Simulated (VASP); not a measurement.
# ZnH8N4Cl2 in VASP: single point with r2SCAN

Aim: the single point of ZnH8N4Cl2 with r2SCAN.

All numbers are computed with VASP 6.6.1; they aren't measurements. Logs are shortened: lines on timing, memory, paths and dates and some standing lists are left out, and cuts for length are marked.

### Step 1. The cell of the first run

The cell holds an amorphous packing of atoms, 15 atoms: a = 6.028 Å, b = 5.144 Å, c = 5.080 Å, α = 82.21°, β = 88.85°, γ = 77.16°.

### Step 2. Single point, r2SCAN

Contents of POSCAR:

```
ZnH8N4Cl2
1.0
    6.0149000000     -0.3499330000     -0.1934850000
    1.4343610000      4.9398300000      0.0487070000
    0.2981980000      0.5807800000      5.0376020000
H Cl N Zn
8 2 4 1
Direct
    0.4423850000      0.6809110000      0.9001750000
    0.3970110000      0.2997500000      0.5039220000
    0.4624310000      0.6058580000      0.4528910000
    0.3535010000      0.9374950000      0.6578880000
    0.2628450000      0.5661530000      0.7483490000
    0.0579570000      0.2545380000      0.2247540000
    0.6862140000      0.1847480000      0.3426910000
    0.0338640000      0.4423290000      0.4548320000
    0.7464390000      0.5709230000      0.1630390000
    0.7453030000      0.3426180000      0.7010710000
    0.6666140000      0.8464290000      0.5467380000
    0.2404550000      0.5895670000      0.1863760000
    0.0394990000      0.9064950000      0.6881100000
    0.9476640000      0.9304440000      0.2485200000
    0.4219920000      0.0988160000      0.0546440000
```

Contents of INCAR.step1:

```
SYSTEM = ZnH8N4Cl2
PREC = Accurate
ENCUT = 520
ISMEAR = 0
SIGMA = 0.1647
LREAL = Auto
LASPH = .True.
NELM = 60
NBANDS = 40
GGA = PE
ALGO = Normal
EDIFF = 1E-4
LWAVE = .True.
LCHARG = .False.
```

Contents of INCAR.step2:

```
SYSTEM = ZnH8N4Cl2
PREC = Accurate
ENCUT = 520
EDIFF = 1E-7
ISMEAR = 0
SIGMA = 0.1647
LREAL = Auto
LASPH = .True.
NELM = 60
ALGO = Normal
ISIF = 2
LWAVE = .False.
LCHARG = .False.
METAGGA = R2SCAN
LMIXTAU = .True.
NBANDS = 40
ISTART = 1
```

Contents of KPOINTS:

```
Automatic mesh
0
Gamma
  3 4 4
  0.5 0.5 0.5
```

Potentials or basis: VASP PAW PBE potentials, release 64 (H, Cl, N, Zn).

Command:

```console
> cat potpaw_PBE.64/H/POTCAR potpaw_PBE.64/Cl/POTCAR potpaw_PBE.64/N/POTCAR potpaw_PBE.64/Zn/POTCAR > POTCAR
> cp INCAR.step1 INCAR
> mpirun -np 1 vasp_std > vasp.out
> cp INCAR.step2 INCAR
> mpirun -np 1 vasp_std > vasp.out
```

OUTCAR:

```text
SYSTEM = ZnH8N4Cl2
   PREC = Accurate
   ENCUT = 520
   EDIFF = 1E-7
   ISMEAR = 0
   LREAL = Auto
   LASPH = .True.
   NELM = 60
   ISIF = 2
   METAGGA = R2SCAN
   ISTART = 1

 ion  position               nearest neighbor table
   1  0.442  0.681  0.900-
   2  0.397  0.300  0.504-
   3  0.462  0.606  0.453-
   4  0.354  0.937  0.658-
   5  0.263  0.566  0.748-
   6  0.058  0.255  0.225-
   7  0.686  0.185  0.343-
   8  0.034  0.442  0.455-
   9  0.746  0.571  0.163-
  10  0.745  0.343  0.701-
  11  0.667  0.846  0.547-
  12  0.240  0.590  0.186-
  13  0.039  0.906  0.688-
  14  0.948  0.930  0.249-
  15  0.422  0.099  0.055-

  LATTYP: Found a triclinic cell.
 ALAT       =     5.0797304423
 B/A-ratio  =     2.5146095109
 C/A-ratio  =     3.4310164906
 COS(alpha) =     0.0016527373
 COS(beta)  =     0.6698886367
 COS(gamma) =     0.7312746174

  Lattice vectors:

 A1 = (  -0.2981980000,  -0.5807800000,  -5.0376020000)
 A2 = (   6.8528650000,   3.4283370000, -10.2199820000)
 A3 = (  -9.4800180000, -10.6912870000,  -9.9791330000)

Analysis of symmetry for initial positions (statically):
=====================================================================
 Subroutine PRICEL returns:
 Original cell was already a primitive cell.

 Routine SETGRP: Setting up the symmetry group for a
 triclinic supercell.

 Subroutine GETGRP returns: Found  1 space group operations
 (whereof  1 operations were pure point group operations)
 out of a pool of  2 trial point group operations.

The static configuration has the point symmetry C_1 .

Analysis of symmetry for dynamics (positions and initial velocities):
=====================================================================
 Subroutine PRICEL returns:
 Original cell was already a primitive cell.

 Routine SETGRP: Setting up the symmetry group for a
 triclinic supercell.

 Subroutine GETGRP returns: Found  1 space group operations
 (whereof  1 operations were pure point group operations)
 out of a pool of  2 trial point group operations.

The dynamic configuration has the point symmetry C_1 .

[... 131 lines left out ...]
   POTIM  = 0.5000    time-step for ionic-motion
   TEBEG  =    0.0;   TEEND  =   0.0 temperature during run
   PSTRESS=    0.0 pullay stress
   NELECT =      54.0000    total number of electrons
   NUPDOWN=      -1.0000    fix difference up-down
   EMIN   =  10.00;   EMAX   =-10.00  energy-range for DOS
   EFERMI =   0.00;   METHOD = LEGACY
   ISMEAR =     0;   SIGMA  =   0.16  broadening in eV -4-tet -1-fermi 0-gaus
   EFERMI_NEDOS =   21; number of points for ismear=-14 and -15
   IALGO  =     38    algorithm
   IMIX   =      4    mixing-type and parameters
     AMIX     =   0.40;   BMIX     =  1.00
     AMIX_MAG =   1.60;   BMIX_MAG =  1.00
  volume/ion in A,a.u.               =      10.14        68.45
  Fermi-wavevector in a.u.,A,eV,Ry     =   1.159067  2.190319 18.278557  1.343436
  Thomas-Fermi vector in A             =   2.295663
   LORBIT       =      0    0 simple, 1 ext, 2 COOP (PROOUT), +10 PAW based schemes
   METAGGA = R2SCAN    functional components
   LHFCALC =     F    Hartree Fock is set to
   AEXX    =    0.0000 exact exchange contribution
   IVDW    =     0    specifies the selected vdW correction
   LEPSILON=     F    determine dielectric tensor
   LRPA    =     F    only Hartree local field effects (RPA)
 non-spin polarized calculation
 Gauss-broadening in eV      SIGMA  =   0.16
  energy-cutoff  :      520.00
  volume of cell :      152.16
 maximum number of plane-waves:      4116
 NGX is ok and might be reduce to    48
   NGX = 23   NGY = 19   NGZ = 19

 number of electron      54.0000002 magnetization

 Free energy of the ion-electron system (eV)
  ---------------------------------------------------
  ext. energy  EPLUGINS =         0.00000000
  ---------------------------------------------------
  free energy    TOTEN  =       -54.01315966 eV

  energy without entropy =      -53.92865895  energy(sigma->0) =      -53.97090931

 E-fermi :   0.8533     XC(G=0): -10.1317

 val. band max:        0.8312907950   @ k =  -0.1667   0.1250   0.1250
 cond. band min:       0.8601282174   @ k =   0.1667   0.3750   0.1250
 fundamental gap:      0.0288374224
 Fermi energy:         0.8532764238

 k-point     1 :       0.1667    0.1250    0.1250
  band No.  band energies     occupation
      1     -16.1347      2.00000
      2     -14.5443      2.00000
      3     -13.6753      2.00000
      4     -12.8506      2.00000
      5     -12.2347      2.00000
      6     -11.7179      2.00000
[... 997 lines left out ...]
     38       5.5552      0.00000
     39       7.5494      0.00000
 [bands above 39 left out]

------------------------ aborting loop because EDIFF is reached ----------------------------------------

  FORCE on cell =-STRESS in cart. coord.  units (eV):
  Direction    XX          YY          ZZ          XY          YZ          ZX
  --------------------------------------------------------------------------------------
  -------------------------------------------------------------------------------------
  Total      -18.6258079    -16.7056561    -13.3036093      0.0500883      1.7110757      0.2396320
  in kB     -196.1249877   -175.9062811   -140.0835996      0.5274171     18.0171890      2.5232637
  external PRESSURE =    -170.7049561 kB  Pullay stress =       0.0000000 kB

 VOLUME and BASIS-vectors are now :
 -----------------------------------------------------------------------------
  energy-cutoff  :      520.00
  volume of cell :      152.16
      direct lattice vectors                 reciprocal lattice vectors
     6.014900000 -0.349933000 -0.193485000     0.163361276 -0.047393164 -0.004206169
     1.434361000  4.939830000  0.048707000     0.010847005  0.199519646 -0.023644499
     0.298198000  0.580780000  5.037602000     0.006169529 -0.003749377  0.198574207

 POSITION                                       TOTAL-FORCE (eV/Angst)
 -----------------------------------------------------------------------------------
      3.90600      3.73158      4.48229        -1.085050      0.139033      0.456416
      2.96820      1.63445      2.47634        -0.117224      0.801598     -0.631279
      3.78555      3.09405      2.22152        -0.911250     -0.081527     -0.812614
      3.66716      4.88945      3.29144        -0.199778     -0.161739      0.352193
      2.61621      3.13935      3.74660        -0.501863      1.811387      0.109040
      0.78073      1.36763      1.13341        -0.725629     -1.181946      0.386213
      4.49469      0.87152      1.60257         0.088375     -1.393944      0.304309
      0.97378      2.43734      2.30625         0.325458     -0.147913     -1.197778
      5.35728      2.65375      0.70471        -0.450195      0.465210     -0.850175
      5.18342      1.83884      3.40420         0.131349     -0.554252      0.337340
      5.38674      4.26548      2.66650        -0.850416      1.190569     -1.076633
      2.34754      2.93646      0.92108         0.997139     -0.592521      1.904202
      1.74302      4.86375      3.50293         1.186524     -1.804849     -2.114749
      7.10880      4.40895      1.11391         2.271466      1.426257      2.555922
      2.69627      0.37220      0.19844        -0.158906      0.084637      0.277592
 -----------------------------------------------------------------------------------
    total drift:                               -0.006882     -0.020878      0.005529

  FREE ENERGIE OF THE ION-ELECTRON SYSTEM (eV)
  ---------------------------------------------------
  free  energy   TOTEN  =       -54.0131596609 eV

  energy  without entropy=      -53.9286589516  energy(sigma->0) =      -53.97090931
```

OUTCAR.step1:

```text
SYSTEM = ZnH8N4Cl2
   PREC = Accurate
   ENCUT = 520
   ISMEAR = 0
   LREAL = Auto
   LASPH = .True.
[... 1284 lines left out ...]
      1.74302      4.86375      3.50293         1.047274     -1.601838     -1.971014
      7.10880      4.40895      1.11391         2.059004      1.263989      2.366948
      2.69627      0.37220      0.19844        -0.200895      0.140327      0.227103
 -----------------------------------------------------------------------------------
    total drift:                                0.003333      0.002091      0.001582

  FREE ENERGIE OF THE ION-ELECTRON SYSTEM (eV)
  ---------------------------------------------------
  free  energy   TOTEN  =       -35.9461638043 eV

  energy  without entropy=      -35.8539746405  energy(sigma->0) =      -35.90006922
```

Run time: 11 min. Hardware: 1 thread of AMD EPYC 7R13 (Zen 3), shared host; peak memory 0.3 GiB.

Results:

- Free energy: -54.0132 eV
- Pressure: -17.1 GPa
- Largest force: 3.705 eV/Å
- Band gap on the k mesh: zero (band 27 reaches 0.92 eV, above the bottom of band 28 at 0.77 eV)

Forces on the atoms (eV/Å):
```
H   -1.085  0.139  0.456
H   -0.117  0.802 -0.631
H   -0.911 -0.082 -0.813
H   -0.200 -0.162  0.352
H   -0.502  1.811  0.109
H   -0.726 -1.182  0.386
H    0.088 -1.394  0.304
H    0.325 -0.148 -1.198
Cl  -0.450  0.465 -0.850
Cl   0.131 -0.554  0.337
N   -0.850  1.191 -1.077
N    0.997 -0.593  1.904
N    1.187 -1.805 -2.115
N    2.271  1.426  2.556
Zn  -0.159  0.085  0.278
```

Stress tensor (GPa, compression positive):
```
-19.61   0.05   0.25
  0.05 -17.59   1.80
  0.25   1.80 -14.01
```

Levels at points of the mesh, in eV from the Fermi level:
```tsv
k point	band 25	band 26	band 27	band 28	band 29	band 30
(0.17, 0.12, 0.12)	-0.89	-0.45	-0.19	0.05	0.31	0.94
```

Caveat: the PAW data sets were made with another functional, which shifts forces and pressure a little.
